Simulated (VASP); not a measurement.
# CdAg (Pm-3m) in VASP: a series of runs

Runs on CdAg. Level: LDA. Tasks: vibrations by perturbation theory.

Everything below comes from runs of VASP 6.6.1. Logs are shortened: lines on timing, memory, paths and dates and some standing lists are left out, and cuts for length are marked.

**1. The cell of the first run**

It takes space group Pm-3m (No. 221, cubic). The conventional cell has a = 3.186 Å, b = 3.186 Å, c = 3.186 Å, α = 90.00°, β = 90.00°, γ = 90.00°. Within 3.6 Å of Cd (site symmetry m-3m) lie 8 Ag at 2.76 Å and 6 Cd at 3.19 Å. Ag (site symmetry m-3m) has 8 Cd at 2.76 Å and 6 Ag at 3.19 Å within 3.6 Å.

**2. Vibrations by perturbation theory, LDA**

The input, INCAR:

```
PREC = Accurate
ENCUT = 520
EDIFF = 1E-8
ISMEAR = -1
SIGMA = 0.15
LREAL = F
LASPH = T
NELM = 100
ALGO = Normal
ISIF = 2
LWAVE = F
LCHARG = F
IBRION = 8
NSW = 1
```

The input, KPOINTS:

```
regular mesh
0
Gamma
  14 14 14
```

The input, POSCAR:

```
CdAg
1.0
    3.1856626742      0.0000000000      0.0000000000
    0.0000000000      3.1856626742      0.0000000000
    0.0000000000      0.0000000000      3.1856626742
Cd Ag
1 1
Direct
    0.5000000000      0.5000000000      0.5000000000
    0.0000000000      0.0000000000      0.0000000000
```

Potentials or basis: VASP PAW LDA potentials, release 64 (Cd, Ag).

Started as:

```console
$ cat potpaw_LDA.64/Cd/POTCAR potpaw_LDA.64/Ag/POTCAR > POTCAR
$ mpirun -np 1 vasp_std > vasp.out
```

OUTCAR:

```text
PREC = Accurate
   ENCUT = 520
   EDIFF = 1E-8
   ISMEAR = -1
   LREAL = F
   LASPH = T
   NELM = 100
   ISIF = 2
   IBRION = 8
   NSW = 1

 ion  position               nearest neighbor table
   1  0.500  0.500  0.500-   2 2.76   2 2.76   2 2.76   2 2.76   2 2.76   2 2.76   2 2.76   2 2.76

   2  0.000  0.000  0.000-   1 2.76   1 2.76   1 2.76   1 2.76   1 2.76   1 2.76   1 2.76   1 2.76

  LATTYP: Found a simple cubic cell.
 ALAT       =     3.1856626742

  Lattice vectors:

 A1 = (   3.1856626742,   0.0000000000,   0.0000000000)
 A2 = (   0.0000000000,   3.1856626742,   0.0000000000)
 A3 = (   0.0000000000,   0.0000000000,   3.1856626742)

Analysis of symmetry for initial positions (statically):
=====================================================================
 Subroutine PRICEL returns:
 Original cell was already a primitive cell.

 Routine SETGRP: Setting up the symmetry group for a
 simple cubic supercell.

 Subroutine GETGRP returns: Found 48 space group operations
 (whereof 48 operations were pure point group operations)
 out of a pool of 48 trial point group operations.

The static configuration has the point symmetry O_h .

Analysis of symmetry for dynamics (positions and initial velocities):
=====================================================================
 Subroutine PRICEL returns:
 Original cell was already a primitive cell.

 Routine SETGRP: Setting up the symmetry group for a
 simple cubic supercell.

 Subroutine GETGRP returns: Found 48 space group operations
 (whereof 48 operations were pure point group operations)
 out of a pool of 48 trial point group operations.

The dynamic configuration has the point symmetry O_h .

 Subroutine INISYM returns: Found 48 space group operations
 (whereof 48 operations are pure point group operations),
 and found     1 'primitive' translations

----------------------------------------------------------------------------------------

                                     Primitive cell

  volume of cell :      32.3295

  direct lattice vectors                    reciprocal lattice vectors
     3.185662674  0.000000000  0.000000000     0.313906431  0.000000000  0.000000000
     0.000000000  3.185662674  0.000000000     0.000000000  0.313906431  0.000000000
     0.000000000  0.000000000  3.185662674     0.000000000  0.000000000  0.313906431

  length of vectors
     3.185662674  3.185662674  3.185662674     0.313906431  0.313906431  0.313906431

  position of ions in fractional coordinates (direct lattice)
     0.500000000  0.500000000  0.500000000
     0.000000000  0.000000000  0.000000000

  ion indices of the primitive-cell ions
   primitive index   ion index
                 1           1
                 2           2

----------------------------------------------------------------------------------------

 KPOINTS: regular mesh

Automatic generation of k-mesh.
 Grid dimensions read from file:
 generate k-points for:   14   14   14

 Generating k-lattice:

  Cartesian coordinates                     Fractional coordinates (reciprocal lattice)
     0.022421888  0.000000000  0.000000000     0.071428571  0.000000000  0.000000000
     0.000000000  0.022421888  0.000000000     0.000000000  0.071428571  0.000000000
     0.000000000  0.000000000  0.022421888     0.000000000  0.000000000  0.071428571

  Length of vectors
     0.022421888  0.022421888  0.022421888

  Shift w.r.t. Gamma in fractional coordinates (k-lattice)
     0.000000000  0.000000000  0.000000000

 Subroutine IBZKPT returns following result:
 ===========================================

 Found    120 irreducible k-points:

 Following reciprocal coordinates:
            Coordinates               Weight
  0.000000  0.000000  0.000000      1.000000
  0.071429  0.000000  0.000000      6.000000
  0.142857  0.000000  0.000000      6.000000
  0.214286  0.000000  0.000000      6.000000
  0.285714  0.000000  0.000000      6.000000
  0.357143  0.000000  0.000000      6.000000
[... 16 lines left out ...]
  0.285714  0.214286  0.000000     24.000000
  0.357143  0.214286  0.000000     24.000000
 [... further k-points ...]
   k-points           NKPTS =    120   k-points in BZ     NKDIM =    120   number of bands    NBANDS=     15
   number of dos      NEDOS =    301   number of ions     NIONS =      2
   total plane-waves  NPLWV =  13824
   dimension x,y,z NGX =    24 NGY =   24 NGZ =   24
   dimension x,y,z NGXF=    48 NGYF=   48 NGZF=   48
   ions per type =               1   1
   NGX,Y,Z   is equivalent  to a cutoff of  12.52, 12.52, 12.52 a.u.
   NGXF,Y,Z  is equivalent  to a cutoff of  25.05, 25.05, 25.05 a.u.
 SYSTEM =  unknown system
   PREC   = accura    normal or accurate (medium, high low for compatibility)
   ISTART =      0    job   : 0-new  1-cont  2-samecut
   ICHARG =      2    charge: 1-file 2-atom 10-const
   ISPIN  =      1    spin polarized calculation?
   LNONCOLLINEAR =      F non collinear calculations
   LSORBIT =      F    spin-orbit coupling
   LASPH  =      T    aspherical Exc in radial PAW
   ENCUT  =  520.0 eV  38.22 Ry    6.18 a.u.   5.92  5.92  5.92*2*pi/ulx,y,z
   NELM   =    100;   NELMIN=  2; NELMDL= -5     # of ELM steps
   EDIFF  = 0.1E-07   stopping-criterion for ELM
   LREAL  =      F    real-space projection
   EDIFFG = 0.1E-06   stopping-criterion for IOM
   NSW    =      1    number of steps for IOM
   IBRION =      8    ionic relax: 0-MD 1-quasi-New 2-CG
   NFREE  =      0    steps in history (QN), initial steepest desc. (CG)
   ISIF   =      2    stress and relaxation
   ISYM   =      2    0-nonsym 1-usesym 2-fastsym
   POTIM  = 0.5000    time-step for ionic-motion
   TEBEG  =    0.0;   TEEND  =   0.0 temperature during run
   PSTRESS=    0.0 pullay stress
   NELECT =      23.0000    total number of electrons
   NUPDOWN=      -1.0000    fix difference up-down
   EMIN   =  10.00;   EMAX   =-10.00  energy-range for DOS
   EFERMI =   0.00;   METHOD = LEGACY
   ISMEAR =    -1;   SIGMA  =   0.15  broadening in eV -4-tet -1-fermi 0-gaus
   EFERMI_NEDOS =   21; number of points for ismear=-14 and -15
   IALGO  =     38    algorithm
   IMIX   =      4    mixing-type and parameters
     AMIX     =   0.40;   BMIX     =  1.00
     AMIX_MAG =   1.60;   BMIX_MAG =  1.00
  volume/ion in A,a.u.               =      16.16       109.09
  Fermi-wavevector in a.u.,A,eV,Ry     =   1.461451  2.761742 29.059863  2.135840
  Thomas-Fermi vector in A             =   2.577781
   LORBIT       =      0    0 simple, 1 ext, 2 COOP (PROOUT), +10 PAW based schemes
   GGA     = CA    functional components
   LHFCALC =     F    Hartree Fock is set to
   AEXX    =    0.0000 exact exchange contribution
   IVDW    =     0    specifies the selected vdW correction
   LEPSILON=     F    determine dielectric tensor
   LRPA    =     F    only Hartree local field effects (RPA)
 non-spin polarized calculation
  energy-cutoff  :      520.00
  volume of cell :       32.33
 maximum number of plane-waves:       912
 NGX is ok and might be reduce to    24
   NGX = 11   NGY = 11   NGZ = 11

--------------------------------------- Ionic step        1  -------------------------------------------

 number of electron      23.0000002 magnetization

 Free energy of the ion-electron system (eV)
  ---------------------------------------------------
  ext. energy  EPLUGINS =         0.00000000
  ---------------------------------------------------
  free energy    TOTEN  =        -5.38671840 eV

  energy without entropy =       -5.35417379  energy(sigma->0) =       -5.37044609

 E-fermi :   7.1932     XC(G=0): -12.9596

 val. band max:        7.1832865375   @ k =   0.2857   0.0000   0.0000
 cond. band min:       7.2514438266   @ k =   0.4286   0.3571   0.2143
 fundamental gap:      0.0681572892
 Fermi energy:         7.1932177212

 k-point     1 :       0.0000    0.0000    0.0000
  band No.  band energies     occupation
      1      -2.8694      2.00000
      2      -2.8694      2.00000
      3      -2.7658      2.00000
      4      -1.8678      2.00000
      5      -1.8678      2.00000
      6      -1.8678      2.00000
      7       1.5194      2.00000
      8       1.5194      2.00000
      9       2.6060      2.00000
     10       2.6060      2.00000
     11       2.6060      2.00000
     12      12.4172      0.00000
     13      12.4172      0.00000
     14      12.4172      0.00000
[... 401 lines left out ...]
      2      -2.4089      2.00000
      3      -2.1234      2.00000
      4      -2.0239      2.00000
      5      -1.8965      2.00000
      6       0.1287      2.00000
      7       1.3867      2.00000
      8       1.5953      2.00000
      9       2.0091      2.00000
     10       2.2998      2.00000
     11       2.4931      2.00000
     12       6.5178      1.97808
     13      11.6222      0.00000
     14      16.2957      0.00000
     15      16.7689      0.00000

 [... further k-points ...]

------------------------ aborting loop because EDIFF is reached ----------------------------------------

  FORCE on cell =-STRESS in cart. coord.  units (eV):
  Direction    XX          YY          ZZ          XY          YZ          ZX
  --------------------------------------------------------------------------------------
  -------------------------------------------------------------------------------------
  Total        2.2465427      2.2465427      2.2465427      0.0000000     -0.0000000      0.0000000
  in kB      111.3335091    111.3335091    111.3335091      0.0000000     -0.0000000      0.0000000
  external PRESSURE =     111.3335091 kB  Pullay stress =       0.0000000 kB

 VOLUME and BASIS-vectors are now :
 -----------------------------------------------------------------------------
  energy-cutoff  :      520.00
  volume of cell :       32.33
      direct lattice vectors                 reciprocal lattice vectors
     3.185662674  0.000000000  0.000000000     0.313906431  0.000000000  0.000000000
     0.000000000  3.185662674  0.000000000     0.000000000  0.313906431  0.000000000
     0.000000000  0.000000000  3.185662674     0.000000000  0.000000000  0.313906431

 POSITION                                       TOTAL-FORCE (eV/Angst)
 -----------------------------------------------------------------------------------
      1.59283      1.59283      1.59283         0.000000      0.000000      0.000000
      0.00000      0.00000      0.00000         0.000000      0.000000      0.000000
 -----------------------------------------------------------------------------------
    total drift:                                0.000000      0.000000     -0.000000

  FREE ENERGIE OF THE ION-ELECTRON SYSTEM (eV)
  ---------------------------------------------------
  free  energy   TOTEN  =        -5.3867183991 eV

  energy  without entropy=       -5.3541737861  energy(sigma->0) =       -5.37044609

[... ionic steps 2 to 3 ...]

--------------------------------------- Ionic step        4  -------------------------------------------

------------------------ aborting loop because EDIFF is reached ----------------------------------------

[... ionic steps 5 to 6 ...]

--------------------------------------- Ionic step        7  -------------------------------------------

 Free energy of the ion-electron system (eV)
  ---------------------------------------------------
  ---------------------------------------------------
  free energy    TOTEN  =        -0.29480861 eV

  energy without entropy =       -0.29480861

------------------------ aborting loop because EDIFF is reached ----------------------------------------

 INTERNAL STRAIN TENSOR  FOR ION    2  DIRECTION 1   (eV/Angst):
 -----------------------------------------------------------------------------
    -0.00093  0.00000 -0.00000
     0.00000 -0.00057  0.00000
     0.00000  0.00000 -0.00057

 INTERNAL STRAIN TENSOR FOR ION    2 for displacements in x,y,z  (eV/Angst):
          X           Y           Z          XY          YZ          ZX
  --------------------------------------------------------------------------------
  x     0.00000     0.00000     0.00000     0.00000     0.00000     0.00000
  y     0.00000     0.00000     0.00000     0.00000     0.00000     0.00000
  z     0.00000     0.00000     0.00000     0.00000     0.00000     0.00000

 SECOND DERIVATIVES (NOT SYMMETRIZED)
 ------------------------------------
               1X          1Y          1Z          2X          2Y          2Z
  1X    -6.350613   -0.000000    0.000000    6.350613    0.000000   -0.000000
  1Y    -0.000000   -6.350613    0.000000    0.000000    6.350613   -0.000000
  1Z     0.000000   -0.000000   -6.350613   -0.000000    0.000000    6.350613
  2X     6.341946   -0.000000    0.000000   -6.341946    0.000000   -0.000000
  2Y    -0.000000    6.341946    0.000000    0.000000   -6.341946   -0.000000
  2Z     0.000000    0.000000    6.341946   -0.000000   -0.000000   -6.341946

 Eigenvectors and eigenvalues of the dynamical matrix
 ----------------------------------------------------

   1 f  =    5.308149 THz    33.352086 2PiTHz  177.060803 cm-1    21.952732 meV
             X         Y         Z           dx          dy          dz
      1.592831  1.592831  1.592831     0.700021    0.000000   -0.000000
      0.000000  0.000000  0.000000    -0.714122   -0.000000    0.000000
[... 21 lines left out ...]
   6 f/i=    0.001812 THz     0.011385 2PiTHz    0.060440 cm-1     0.007494 meV
             X         Y         Z           dx          dy          dz
      1.592831  1.592831  1.592831     0.000000    0.369477   -0.611111
      0.000000  0.000000  0.000000     0.000000    0.362182   -0.599044

--------------------------------------------------------------------------------------------------------

 ELASTIC MODULI CONTR FROM IONIC RELAXATION (kBar)
 Direction    XX          YY          ZZ          XY          YZ          ZX
 --------------------------------------------------------------------------------
 XX           0.0000      0.0000      0.0000      0.0000      0.0000      0.0000
 YY           0.0000      0.0000      0.0000      0.0000      0.0000      0.0000
 ZZ           0.0000      0.0000      0.0000      0.0000      0.0000      0.0000
 XY           0.0000      0.0000      0.0000      0.0000      0.0000      0.0000
 YZ           0.0000      0.0000      0.0000      0.0000      0.0000      0.0000
 ZX           0.0000      0.0000      0.0000      0.0000      0.0000      0.0000
 --------------------------------------------------------------------------------
```

Wall time 6 min (1 thread of Intel Xeon 8259CL, shared host); peak memory 0.41 GiB.

Results:

```
Highest phonon frequency at Γ : 177 cm⁻¹
```

Phonon frequencies in cm⁻¹ (negative: imaginary):
| q point | frequencies |
| --- | --- |
| (0.000, 0.000, 0.000) | 0 0 0 177 177 177 |

Caveat: the cell stands under pressure or tension, which shifts response properties.

(Part 1 of 2 ends here.)
